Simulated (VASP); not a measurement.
# Y: single point with PBE

Crystal: Y.

```
CELL_PARAMETERS angstrom
0.00000 2.33216 2.33216
2.33216 0.00000 2.33216
2.33216 2.33216 0.00000
ATOMIC_POSITIONS crystal
Y 0.00000 0.00000 0.00000
```

This isn't the form of Y at room conditions, which is hcp.

```
Program                 : VASP 6.6.1
Task                    : single point
Functional              : PBE
Potentials or basis     : VASP PAW PBE potentials, release 64 (Y_sv)
Cutoff                  : 520 eV
k mesh                  : 14 × 14 × 14
Occupations             : fermi-dirac, width 0.08 eV
Spin                    : no spin polarisation
Dipole correction       : no
k mesh for the DOS      : 21 × 21 × 21
Occupations for the DOS : tetrahedron
Further INCAR settings  : ALGO = Normal; EDIFF = 1e-06; NBANDS = 12
```

```json
{
 "Valence electrons inside the program's atomic spheres": "Y 9.83"
}
```

Levels at points of the mesh, in eV from the Fermi level:
```tsv
k point	band 3	band 4	band 5	band 6	band 7	band 8
(0.00, 0.00, 0.00)	-21.54	-21.54	-5.00	2.06	2.06	2.06
```

Wall time 59 s on 1 thread of Intel(R) Xeon(R) Platinum 8488C (Sapphire Rapids) (shared host), peak memory 0.23 GiB.
